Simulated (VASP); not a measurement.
# Ge (Im-3m) in VASP: notebook

Runs on Ge. Level: PBE. Tasks: single point, relaxation of cell and atoms.

Program: VASP 6.6.1. These are calculated values, not measurements. Logs are shortened: lines on timing, memory, paths and dates and some standing lists are left out, and cuts for length are marked.

## Step 1: The cell of the first run

It takes space group Im-3m (No. 229, cubic). Conventional cell: a = 3.365 Å, b = 3.365 Å, c = 3.365 Å, α = 90.00°, β = 90.00°, γ = 90.00°. Within 3.8 Å of Ge (site symmetry m-3m) lie 14 Ge at 2.91 to 3.36 Å.

This isn't the form of Ge at room conditions, which is diamond.

## Step 2: Single point, PBE

Contents of INCAR:

```
ALGO     = Normal         # electronic algorithm
EDIFF    = 1E-6           # SCF threshold, eV
ENCUT    = 500            # plane-wave cutoff, eV
GGA      = PE             # functional
GGA_COMPAT= False        
ISIF     = 2              # what is computed and relaxed
ISMEAR   = -1             # smearing method
LASPH    = True           # aspherical terms in the spheres
LCHARG   = False          # write CHGCAR
LREAL    = False          # projectors in reciprocal space
LWAVE    = False          # write WAVECAR
NBANDS   = 13             # bands
NELM     = 120            # most SCF steps
PREC     = Accurate       # precision mode
SIGMA    = 0.05           # smearing width, eV
```

Contents of KPOINTS:

```
k-points
0
Gamma
  9 9 9
```

Contents of POSCAR:

```
Ge
1.0
   -1.6823942476      1.6823942476      1.6823942476
    1.6823942476     -1.6823942476      1.6823942476
    1.6823942476      1.6823942476     -1.6823942476
Ge
1
Direct
    0.0000000000      0.0000000000      0.0000000000
```

Potentials or basis: VASP PAW PBE potentials, release 64 (Ge_d).

The run is started by

```bash
$ cat potpaw_PBE.64/Ge_d/POTCAR > POTCAR
$ mpirun -np 1 vasp_std > vasp.out
```

OUTCAR:

```text
EDIFF = 1E-6
   ENCUT = 500
   GGA = PE
   ISIF = 2
   ISMEAR = -1
   LASPH = True
   LREAL = False
   NELM = 120
   PREC = Accurate

 ion  position               nearest neighbor table
   1  0.000  0.000  0.000-

  LATTYP: Found a body centered cubic cell.
 ALAT       =     3.3647884952

  Lattice vectors:

 A1 = (  -1.6823942476,   1.6823942476,   1.6823942476)
 A2 = (   1.6823942476,  -1.6823942476,   1.6823942476)
 A3 = (   1.6823942476,   1.6823942476,  -1.6823942476)

Analysis of symmetry for initial positions (statically):
=====================================================================
 Subroutine PRICEL returns:
 Original cell was already a primitive cell.

 Routine SETGRP: Setting up the symmetry group for a
 body centered cubic supercell.

 Subroutine GETGRP returns: Found 48 space group operations
 (whereof 48 operations were pure point group operations)
 out of a pool of 48 trial point group operations.

The static configuration has the point symmetry O_h .

Analysis of symmetry for dynamics (positions and initial velocities):
=====================================================================
 Subroutine PRICEL returns:
 Original cell was already a primitive cell.

 Routine SETGRP: Setting up the symmetry group for a
 body centered cubic supercell.

 Subroutine GETGRP returns: Found 48 space group operations
 (whereof 48 operations were pure point group operations)
 out of a pool of 48 trial point group operations.

The dynamic configuration has the point symmetry O_h .

 Subroutine INISYM returns: Found 48 space group operations
 (whereof 48 operations are pure point group operations),
 and found     1 'primitive' translations

----------------------------------------------------------------------------------------

                                     Primitive cell

  volume of cell :      19.0477

  direct lattice vectors                    reciprocal lattice vectors
    -1.682394248  1.682394248  1.682394248     0.000000000  0.297195500  0.297195500
     1.682394248 -1.682394248  1.682394248     0.297195500  0.000000000  0.297195500
     1.682394248  1.682394248 -1.682394248     0.297195500  0.297195500  0.000000000

  length of vectors
     2.913992315  2.913992315  2.913992315     0.420297907  0.420297907  0.420297907

  position of ions in fractional coordinates (direct lattice)
     0.000000000  0.000000000  0.000000000

  ion indices of the primitive-cell ions
   primitive index   ion index
[... 74 lines left out ...]
   LREAL  =      F    real-space projection
   EDIFFG = 0.1E-04   stopping-criterion for IOM
   NSW    =      0    number of steps for IOM
   IBRION =     -1    ionic relax: 0-MD 1-quasi-New 2-CG
   NFREE  =      0    steps in history (QN), initial steepest desc. (CG)
   ISIF   =      2    stress and relaxation
   ISYM   =      2    0-nonsym 1-usesym 2-fastsym
   POTIM  = 0.5000    time-step for ionic-motion
   TEBEG  =    0.0;   TEEND  =   0.0 temperature during run
   PSTRESS=    0.0 pullay stress
   NELECT =      14.0000    total number of electrons
   NUPDOWN=      -1.0000    fix difference up-down
   EMIN   =  10.00;   EMAX   =-10.00  energy-range for DOS
   EFERMI =   0.00;   METHOD = LEGACY
   ISMEAR =    -1;   SIGMA  =   0.05  broadening in eV -4-tet -1-fermi 0-gaus
   EFERMI_NEDOS =   21; number of points for ismear=-14 and -15
   IALGO  =     38    algorithm
   IMIX   =      4    mixing-type and parameters
     AMIX     =   0.40;   BMIX     =  1.00
     AMIX_MAG =   1.60;   BMIX_MAG =  1.00
  volume/ion in A,a.u.               =      19.05       128.54
  Fermi-wavevector in a.u.,A,eV,Ry     =   1.477417  2.791913 29.698263  2.182761
  Thomas-Fermi vector in A             =   2.591824
   LORBIT       =      0    0 simple, 1 ext, 2 COOP (PROOUT), +10 PAW based schemes
   GGA     = PE    functional components
   LHFCALC =     F    Hartree Fock is set to
   AEXX    =    0.0000 exact exchange contribution
   IVDW    =     0    specifies the selected vdW correction
   LEPSILON=     F    determine dielectric tensor
   LRPA    =     F    only Hartree local field effects (RPA)
 non-spin polarized calculation
  energy-cutoff  :      500.00
  volume of cell :       19.05
 maximum number of plane-waves:       493
 NGX is ok and might be reduce to    24
   NGX = 11   NGY = 11   NGZ = 11

 number of electron      14.0000000 magnetization

 Free energy of the ion-electron system (eV)
  ---------------------------------------------------
  ext. energy  EPLUGINS =         0.00000000
  ---------------------------------------------------
  free energy    TOTEN  =        -4.19446418 eV

  energy without entropy =       -4.18990892  energy(sigma->0) =       -4.19218655

 E-fermi :   6.5289     XC(G=0): -11.2574

 val. band max:        6.3972043288   @ k =  -0.4444   0.4444   0.4444
 cond. band min:       6.5992339652   @ k =  -0.3333   0.4444   0.2222
 fundamental gap:      0.2020296364
 Fermi energy:         6.5289330021

 k-point     1 :       0.0000    0.0000    0.0000
  band No.  band energies     occupation
      1     -18.0896      2.00000
      2     -18.0896      2.00000
      3     -18.0896      2.00000
      4     -18.0058      2.00000
      5     -18.0058      2.00000
      6      -6.4015      2.00000
      7      15.7378      0.00000
      8      15.7378      0.00000
      9      15.7378      0.00000
     10      21.5549      0.00000
     11      21.5549      0.00000
     12      21.5549      0.00000
     13      23.5879      0.00000
[... 354 lines left out ...]
  band No.  band energies     occupation
      1     -18.0867      2.00000
      2     -18.0668      2.00000
      3     -18.0335      2.00000
      4     -18.0112      2.00000
      5     -17.9645      2.00000
      6       0.0058      2.00000
      7       2.3292      2.00000
      8       7.3449      0.00000
      9      12.4855      0.00000
     10      17.1945      0.00000
     11      19.5021      0.00000
     12      20.8943      0.00000
     13      23.4963      0.00000

 [... further k-points ...]
[... 5 lines left out ...]
  --------------------------------------------------------------------------------------
  -------------------------------------------------------------------------------------
  Total       -0.0170584     -0.0170584     -0.0170584     -0.0000000      0.0000000      0.0000000
  in kB       -1.4348472     -1.4348472     -1.4348472     -0.0000000      0.0000000      0.0000000
  external PRESSURE =      -1.4348472 kB  Pullay stress =       0.0000000 kB

 VOLUME and BASIS-vectors are now :
 -----------------------------------------------------------------------------
  energy-cutoff  :      500.00
  volume of cell :       19.05
      direct lattice vectors                 reciprocal lattice vectors
    -1.682394248  1.682394248  1.682394248     0.000000000  0.297195500  0.297195500
     1.682394248 -1.682394248  1.682394248     0.297195500  0.000000000  0.297195500
     1.682394248  1.682394248 -1.682394248     0.297195500  0.297195500  0.000000000

 POSITION                                       TOTAL-FORCE (eV/Angst)
 -----------------------------------------------------------------------------------
      0.00000      0.00000      0.00000        -0.000000     -0.000000     -0.000000
 -----------------------------------------------------------------------------------
    total drift:                                0.000000      0.000000     -0.000000

  FREE ENERGIE OF THE ION-ELECTRON SYSTEM (eV)
  ---------------------------------------------------
  free  energy   TOTEN  =        -4.1944641819 eV

  energy  without entropy=       -4.1899089156  energy(sigma->0) =       -4.19218655
```

stdout:

```text
POSCAR found type information on POSCAR Ge
 POSCAR found :  1 types and       1 ions
 scaLAPACK will be used
 LDA part: xc-table for (Slater+PW92), standard interpolation
 POSCAR, INCAR and KPOINTS ok, starting setup
 FFT: planning ... GRIDC
 FFT: planning ... GRID_SOFT
 FFT: planning ... GRID
 WAVECAR not read
 entering main loop
```

Run time: 4.3 s. Hardware: 1 thread of Intel Xeon Platinum 8488C (Sapphire Rapids), shared host; peak memory 0.14 GiB.

What came out:

```yaml
Free_energy: -4.1945 eV
Pressure: -0.1 GPa
Band_gap_on_the_k_mesh: zero (bands 7 and 8 overlap by 12.04 eV)
```

## Step 3: Relaxation of cell and atoms, PBE

This run uses another cell than the first one, of 17.48 Å³/atom.

Contents of INCAR:

```
SYSTEM = Ge
PREC = Accurate
ENCUT = 500
EDIFF = 1E-7
ISMEAR = -1
SIGMA = 0.05
LREAL = .False.
LASPH = .True.
NELM = 120
ALGO = Normal
ISIF = 3
LWAVE = .False.
LCHARG = .False.
GGA = PE
IBRION = 2
NSW = 60
EDIFFG = -0.03
GGA_COMPAT = .False.
NELMIN = 4
```

Contents of KPOINTS:

```
Automatic mesh
0
Gamma
  9 9 9
  0 0 0
```

Contents of POSCAR:

```
Ge
1.0
   -1.6350000000      1.6350000000      1.6350000000
    1.6350000000     -1.6350000000      1.6350000000
    1.6350000000      1.6350000000     -1.6350000000
Ge
1
Direct
    0.0000000000      0.0000000000      0.0000000000
```

Potentials or basis: VASP PAW PBE potentials, release 64 (Ge_d).

The run is started by

```bash
$ cat potpaw_PBE.64/Ge_d/POTCAR > POTCAR
$ mpirun -np 1 vasp_std > vasp.out
```

Wall time 9.9 s (1 thread of Intel Xeon Platinum 8488C (Sapphire Rapids), shared host); peak memory 0.14 GiB.

The run converged. Its results:

* Free energy: -4.1925 eV
* Relaxed volume: 19.00 Å³/atom
* Relaxed cell: a = 2.912 Å, b = 2.912 Å, c = 2.912 Å, α = 109.47°, β = 109.47°, γ = 109.47°
* Space group after relaxing (to 0.1 Å): Im-3m (No. 229)
* Energy gained by relaxing: 30.3 meV/atom
* Ionic steps: 3
* Pressure after relaxing: 0.0 GPa
* Band gap on the k mesh: zero (bands 7 and 8 overlap by 12.08 eV)

The path:
```
step  energy change (eV)  largest force (eV/Å)  pressure (GPa)  volume (Å³)
   1              0.0000                0.0000            6.82        17.48
   2             -0.0283                0.0000           -1.47        19.43
   3             -0.0303                0.0000           -0.04        19.00
```

Final structure:
```
Ge
1.0
    -1.68104    1.68104    1.68104
     1.68104   -1.68104    1.68104
     1.68104    1.68104   -1.68104
Ge
1
Direct
  0.00000 0.00000 0.00000
```

Levels at points of the mesh, in eV from the Fermi level:
| k point | band 4 | band 5 | band 6 | band 7 | band 8 | band 9 | band 10 | band 11 |
| --- | --- | --- | --- | --- | --- | --- | --- | --- |
| (0.00, 0.00, 0.00) | -24.53 | -24.53 | -12.95 | 9.23 | 9.23 | 9.23 | 15.04 | 15.04 |
